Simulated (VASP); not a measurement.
Here is a VASP 6.6.1 calculation.

File POSCAR:

```
Ti
1.0
    2.9500000000      0.0000000000      0.0000000000
   -1.4750000000      2.5547749412      0.0000000000
    0.0000000000      0.0000000000      4.6800000000
Ti
2
Direct
    0.6666666667      0.3333333333      0.7500000000
    0.3333333333      0.6666666667      0.2500000000
```

INCAR.step1

```
SYSTEM = Ti
ALGO     = Normal         ! electronic algorithm
EDIFF    = 1E-4           ! SCF threshold, eV
ENCUT    = 520            ! plane-wave cutoff, eV
GGA      = PE             ! functional
ISMEAR   = -1             ! smearing method
LASPH    = .True.         ! aspherical terms in the spheres
LCHARG   = .False.        ! write CHGCAR
LREAL    = .False.        ! projectors in reciprocal space
LWAVE    = .True.         ! write WAVECAR
NBANDS   = 19             ! bands
NELM     = 80             ! most SCF steps
PREC     = Accurate       ! precision mode
SIGMA    = 0.05           ! smearing width, eV
```

INCAR.step2

```
SYSTEM = Ti
ALGO     = Normal         ! electronic algorithm
EDIFF    = 1E-6           ! SCF threshold, eV
ENCUT    = 520            ! plane-wave cutoff, eV
ISIF     = 2              ! what is computed and relaxed
ISMEAR   = -1             ! smearing method
ISTART   = 1            
LASPH    = .True.         ! aspherical terms in the spheres
LCHARG   = .False.        ! write CHGCAR
LMIXTAU  = .True.       
LREAL    = .False.        ! projectors in reciprocal space
LWAVE    = .False.        ! write WAVECAR
METAGGA  = R2SCAN         ! meta-GGA
NBANDS   = 19             ! bands
NELM     = 80             ! most SCF steps
PREC     = Accurate       ! precision mode
SIGMA    = 0.05           ! smearing width, eV
```

The input KPOINTS:

```
k-points
0
Gamma
  10 10 6
  0 0 0
```

Potentials or basis: VASP PAW PBE potentials, release 64 (Ti_sv).

The run is started by

```bash
$ cat potpaw_PBE.64/Ti_sv/POTCAR > POTCAR
$ cp INCAR.step1 INCAR
$ mpirun -np 1 vasp_std > vasp.out
$ cp INCAR.step2 INCAR
$ mpirun -np 1 vasp_std > vasp.out
```

(1) Estimate the pressure.

(2) What does it give for the band gap on the k mesh?

Results:

(1) -1.7 GPa.

(2) zero (band 12 reaches 9.09 eV, above the bottom of band 13 at 7.88 eV).

Caveat: the PAW data sets were made with another functional, which shifts forces and pressure a little.
